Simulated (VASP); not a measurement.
# Rh (Pm-3m) in VASP: notebook

Rh is run at these levels: LDA; tasks: single point.

All numbers are computed with VASP 6.6.1; they aren't measurements. Logs are shortened: lines on timing, memory, paths and dates and some standing lists are left out, and cuts for length are marked.

## Step 1: The cell of the first run

The structure is cubic, space group Pm-3m (No. 221). Conventional cell: a = 1.827 Å, b = 1.827 Å, c = 1.827 Å, α = 90.00°, β = 90.00°, γ = 90.00°. Rh (site symmetry m-3m) has 6 Rh at 1.83 Å within 2.4 Å.

This isn't the form of Rh at room conditions, which is fcc.

## Step 2: Single point, LDA

Input file INCAR:

```
  ALGO = Normal
  EDIFF = 1E-6
  ENCUT = 500
  GGA_COMPAT = F
  ISIF = 2
  ISMEAR = -1
  LASPH = T
  LCHARG = F
  LREAL = F
  LWAVE = F
  NBANDS = 14
  NELM = 120
  PREC = Accurate
  SIGMA = 0.08
```

Input file KPOINTS:

```
k-points
0
Gamma
  17 17 17
```

Input file POSCAR:

```
Rh
1.0
    1.8271389873      0.0000000000      0.0000000000
    0.0000000000      1.8271389873      0.0000000000
    0.0000000000      0.0000000000      1.8271389873
Rh
1
Direct
    0.0000000000      0.0000000000      0.0000000000
```

Potentials or basis: VASP PAW LDA potentials, release 64 (Rh_pv).

On the command line:

```console
$ cat potpaw_LDA.64/Rh_pv/POTCAR > POTCAR
$ mpirun -np 1 vasp_std > vasp.out
```

OUTCAR:

```text
EDIFF = 1E-6
   ENCUT = 500
   ISIF = 2
   ISMEAR = -1
   LASPH = T
   LREAL = F
   NELM = 120
   PREC = Accurate

 ion  position               nearest neighbor table
   1  0.000  0.000  0.000-

  LATTYP: Found a simple cubic cell.
 ALAT       =     1.8271389873

  Lattice vectors:

 A1 = (   1.8271389873,   0.0000000000,   0.0000000000)
 A2 = (   0.0000000000,   1.8271389873,   0.0000000000)
 A3 = (   0.0000000000,   0.0000000000,   1.8271389873)

Analysis of symmetry for initial positions (statically):
=====================================================================
 Subroutine PRICEL returns:
 Original cell was already a primitive cell.

 Routine SETGRP: Setting up the symmetry group for a
 simple cubic supercell.

 Subroutine GETGRP returns: Found 48 space group operations
 (whereof 48 operations were pure point group operations)
 out of a pool of 48 trial point group operations.

The static configuration has the point symmetry O_h .

Analysis of symmetry for dynamics (positions and initial velocities):
=====================================================================
 Subroutine PRICEL returns:
 Original cell was already a primitive cell.

 Routine SETGRP: Setting up the symmetry group for a
 simple cubic supercell.

 Subroutine GETGRP returns: Found 48 space group operations
 (whereof 48 operations were pure point group operations)
 out of a pool of 48 trial point group operations.

The dynamic configuration has the point symmetry O_h .

 Subroutine INISYM returns: Found 48 space group operations
 (whereof 48 operations are pure point group operations),
 and found     1 'primitive' translations

----------------------------------------------------------------------------------------

                                     Primitive cell

  volume of cell :       6.0998

  direct lattice vectors                    reciprocal lattice vectors
     1.827138987  0.000000000  0.000000000     0.547303739  0.000000000  0.000000000
     0.000000000  1.827138987  0.000000000     0.000000000  0.547303739  0.000000000
     0.000000000  0.000000000  1.827138987     0.000000000  0.000000000  0.547303739

  length of vectors
     1.827138987  1.827138987  1.827138987     0.547303739  0.547303739  0.547303739

  position of ions in fractional coordinates (direct lattice)
     0.000000000  0.000000000  0.000000000

  ion indices of the primitive-cell ions
   primitive index   ion index
                 1           1

----------------------------------------------------------------------------------------

 KPOINTS: k-points

Automatic generation of k-mesh.
 Grid dimensions read from file:
 generate k-points for:   17   17   17

 Generating k-lattice:

  Cartesian coordinates                     Fractional coordinates (reciprocal lattice)
     0.032194338  0.000000000  0.000000000     0.058823529  0.000000000  0.000000000
     0.000000000  0.032194338  0.000000000     0.000000000  0.058823529  0.000000000
     0.000000000  0.000000000  0.032194338     0.000000000  0.000000000  0.058823529

  Length of vectors
     0.032194338  0.032194338  0.032194338

  Shift w.r.t. Gamma in fractional coordinates (k-lattice)
     0.000000000  0.000000000  0.000000000

 Subroutine IBZKPT returns following result:
 ===========================================

 Found    165 irreducible k-points:

 Following reciprocal coordinates:
            Coordinates               Weight
  0.000000  0.000000  0.000000      1.000000
  0.058824  0.000000  0.000000      6.000000
  0.117647  0.000000  0.000000      6.000000
  0.176471  0.000000  0.000000      6.000000
  0.235294  0.000000  0.000000      6.000000
  0.294118  0.000000  0.000000      6.000000
[... 16 lines left out ...]
  0.411765  0.117647  0.000000     24.000000
  0.470588  0.117647  0.000000     24.000000
 [... further k-points ...]
   k-points           NKPTS =    165   k-points in BZ     NKDIM =    165   number of bands    NBANDS=     14
   number of dos      NEDOS =    301   number of ions     NIONS =      1
   total plane-waves  NPLWV =   2744
   dimension x,y,z NGX =    14 NGY =   14 NGZ =   14
   dimension x,y,z NGXF=    28 NGYF=   28 NGZF=   28
   ions per type =               1
   NGX,Y,Z   is equivalent  to a cutoff of  12.74, 12.74, 12.74 a.u.
   NGXF,Y,Z  is equivalent  to a cutoff of  25.48, 25.48, 25.48 a.u.
 SYSTEM =  unknown system
   PREC   = accura    normal or accurate (medium, high low for compatibility)
   ISTART =      0    job   : 0-new  1-cont  2-samecut
   ICHARG =      2    charge: 1-file 2-atom 10-const
   ISPIN  =      1    spin polarized calculation?
   LNONCOLLINEAR =      F non collinear calculations
   LSORBIT =      F    spin-orbit coupling
   LASPH  =      T    aspherical Exc in radial PAW
   ENCUT  =  500.0 eV  36.75 Ry    6.06 a.u.   3.33  3.33  3.33*2*pi/ulx,y,z
   NELM   =    120;   NELMIN=  2; NELMDL= -5     # of ELM steps
   EDIFF  = 0.1E-05   stopping-criterion for ELM
   LREAL  =      F    real-space projection
   EDIFFG = 0.1E-04   stopping-criterion for IOM
   NSW    =      0    number of steps for IOM
   IBRION =     -1    ionic relax: 0-MD 1-quasi-New 2-CG
   NFREE  =      0    steps in history (QN), initial steepest desc. (CG)
   ISIF   =      2    stress and relaxation
   ISYM   =      2    0-nonsym 1-usesym 2-fastsym
   POTIM  = 0.5000    time-step for ionic-motion
   TEBEG  =    0.0;   TEEND  =   0.0 temperature during run
   PSTRESS=    0.0 pullay stress
   NELECT =      15.0000    total number of electrons
   NUPDOWN=      -1.0000    fix difference up-down
   EMIN   =  10.00;   EMAX   =-10.00  energy-range for DOS
   EFERMI =   0.00;   METHOD = LEGACY
   ISMEAR =    -1;   SIGMA  =   0.08  broadening in eV -4-tet -1-fermi 0-gaus
   EFERMI_NEDOS =   21; number of points for ismear=-14 and -15
   IALGO  =     38    algorithm
   IMIX   =      4    mixing-type and parameters
     AMIX     =   0.40;   BMIX     =  1.00
     AMIX_MAG =   1.60;   BMIX_MAG =  1.00
  volume/ion in A,a.u.               =       6.10        41.16
  Fermi-wavevector in a.u.,A,eV,Ry     =   2.209702  4.175731 66.434282  4.882782
  Thomas-Fermi vector in A             =   3.169719
   LORBIT       =      0    0 simple, 1 ext, 2 COOP (PROOUT), +10 PAW based schemes
   GGA     = CA    functional components
   LHFCALC =     F    Hartree Fock is set to
   AEXX    =    0.0000 exact exchange contribution
   IVDW    =     0    specifies the selected vdW correction
   LEPSILON=     F    determine dielectric tensor
   LRPA    =     F    only Hartree local field effects (RPA)
 non-spin polarized calculation
  energy-cutoff  :      500.00
  volume of cell :        6.10
 maximum number of plane-waves:       171
 NGX is ok and might be reduce to    14
   NGX =  7   NGY =  7   NGZ =  7

 number of electron      14.9999998 magnetization

 Free energy of the ion-electron system (eV)
  ---------------------------------------------------
  ext. energy  EPLUGINS =         0.00000000
  ---------------------------------------------------
  free energy    TOTEN  =        14.62811778 eV

  energy without entropy =       14.63503038  energy(sigma->0) =       14.63157408

 E-fermi :  34.9937     XC(G=0): -19.9430

 val. band max:       34.9475062808   @ k =   0.4118   0.4118   0.2941
 cond. band min:      35.0304139633   @ k =   0.3529   0.1765   0.0588
 fundamental gap:      0.0829076825
 Fermi energy:        34.9937181687

 k-point     1 :       0.0000    0.0000    0.0000
  band No.  band energies     occupation
      1     -13.5426      2.00000
      2     -13.5426      2.00000
      3     -13.5426      2.00000
      4      15.9251      2.00000
      5      15.9251      2.00000
      6      21.6269      2.00000
      7      38.1051      0.00000
      8      38.1051      0.00000
      9      38.1051      0.00000
     10      52.8302      0.00000
     11      59.1846      0.00000
     12      59.1846      0.00000
     13      59.1846      0.00000
     14      71.4697      0.00000

 k-point     2 :       0.0588    0.0000    0.0000
  band No.  band energies     occupation
      1     -14.0089      2.00000
      2     -13.5037      2.00000
      3     -13.5037      2.00000
      4      15.9973      2.00000
      5      16.4095      2.00000
      6      21.9156      2.00000
      7      37.5703      0.00000
      8      37.5703      0.00000
      9      38.1427      0.00000
     10      52.8305      0.00000
     11      58.0859      0.00000
     12      59.7607      0.00000
     13      59.7607      0.00000
     14      66.7561      0.00000

 k-point     3 :       0.1176    0.0000    0.0000
  band No.  band energies     occupation
      1     -15.2655      2.00000
      2     -13.3913      2.00000
      3     -13.3913      2.00000
      4      16.2076      2.00000
      5      17.6046      2.00000
      6      22.8795      2.00000
      7      36.1873      0.00000
      8      36.1873      0.00000
      9      38.2515      0.00000
     10      52.8262      0.00000
     11      55.6403      0.00000
     12      61.2026      0.00000
     13      61.2026      0.00000
     14      62.4657      0.00000

 k-point     4 :       0.1765    0.0000    0.0000
  band No.  band energies     occupation
      1     -16.9941      2.00000
      2     -13.2181      2.00000
      3     -13.2181      2.00000
      4      16.5382      2.00000
      5      18.9606      2.00000
      6      24.6864      2.00000
      7      34.3880      1.99897
      8      34.3880      1.99897
      9      38.4190      0.00000
     10      52.8058      0.00000
     11      52.9653      0.00000
     12      58.6247      0.00000
     13      62.9671      0.00000
     14      62.9671      0.00000

 k-point     5 :       0.2353    0.0000    0.0000
  band No.  band energies     occupation
      1     -18.8717      2.00000
      2     -13.0047      2.00000
      3     -13.0047      2.00000
      4      16.9577      2.00000
      5      20.1705      2.00000
      6      27.1568      2.00000
      7      32.5288      2.00000
      8      32.5288      2.00000
      9      38.6256      0.00000
     10      50.6591      0.00000
     11      52.8173      0.00000
[... 276 lines left out ...]
 k-point    22 :       0.3529    0.1176    0.0000
  band No.  band energies     occupation
      1     -21.9145      2.00000
      2     -14.1816      2.00000
      3     -12.4258      2.00000
      4      19.0321      2.00000
      5      23.3342      2.00000
      6      25.5802      2.00000
      7      29.7019      2.00000
      8      34.5353      1.99353
      9      37.3589      0.00000
     10      49.7271      0.00000
     11      52.8005      0.00000
     12      52.8683      0.00000
     13      63.1086      0.00000
     14      70.4795      0.00000

 k-point    23 :       0.4118    0.1176    0.0000
  band No.  band energies     occupation
      1     -22.9678      2.00000
      2     -14.0007      2.00000
      3     -12.2666      2.00000
      4      19.4029      2.00000
      5      23.5334      2.00000
      6      25.3260      2.00000
      7      28.7474      2.00000
      8      35.4178      0.00993
      9      37.5455      0.00000
     10      50.5406      0.00000
     11      51.8499      0.00000
     12      52.7983      0.00000
     13      64.3210      0.00000
     14      71.8300      0.00000

 k-point    24 :       0.4706    0.1176    0.0000
  band No.  band energies     occupation
      1     -23.5158      2.00000
      2     -13.9019      2.00000
      3     -12.1799      2.00000
      4      19.6107      2.00000
      5      23.3992      2.00000
      6      25.4441      2.00000
      7      28.2556      2.00000
      8      35.6217      0.00078
      9      37.6477      0.00000
     10      50.4057      0.00000
     11      52.7762      0.00000
     12      52.9384      0.00000
     13      65.4603      0.00000
     14      68.7613      0.00000

 [... further k-points ...]

------------------------ aborting loop because EDIFF is reached ----------------------------------------

  FORCE on cell =-STRESS in cart. coord.  units (eV):
  Direction    XX          YY          ZZ          XY          YZ          ZX
  --------------------------------------------------------------------------------------
  -------------------------------------------------------------------------------------
  Total       67.0197861     67.0197861     67.0197861      0.0000000      0.0000000     -0.0000000
  in kB    17603.4935750  17603.4935750  17603.4935750      0.0000000      0.0000000     -0.0000000
  external PRESSURE =   17603.4935750 kB  Pullay stress =       0.0000000 kB

 VOLUME and BASIS-vectors are now :
 -----------------------------------------------------------------------------
  energy-cutoff  :      500.00
  volume of cell :        6.10
      direct lattice vectors                 reciprocal lattice vectors
     1.827138987  0.000000000  0.000000000     0.547303739  0.000000000  0.000000000
     0.000000000  1.827138987  0.000000000     0.000000000  0.547303739  0.000000000
     0.000000000  0.000000000  1.827138987     0.000000000  0.000000000  0.547303739

 POSITION                                       TOTAL-FORCE (eV/Angst)
 -----------------------------------------------------------------------------------
      0.00000      0.00000      0.00000         0.000000      0.000000      0.000000
 -----------------------------------------------------------------------------------
    total drift:                               -0.000000     -0.000000     -0.000000

  FREE ENERGIE OF THE ION-ELECTRON SYSTEM (eV)
  ---------------------------------------------------
  free  energy   TOTEN  =        14.6281177835 eV

  energy  without entropy=       14.6350303843  energy(sigma->0) =       14.63157408
```

It took 3.1 s on 1 thread of Intel Xeon 6975P-C (Granite Rapids), shared host; peak memory 0.12 GiB.

The run converged, but its numbers aren't listed here, since they failed a check.

Caveat: atoms lie so close that the PAW spheres overlap strongly, which falsifies energies and pressures; the cell stands under pressure.

[end of part 1 of 4]
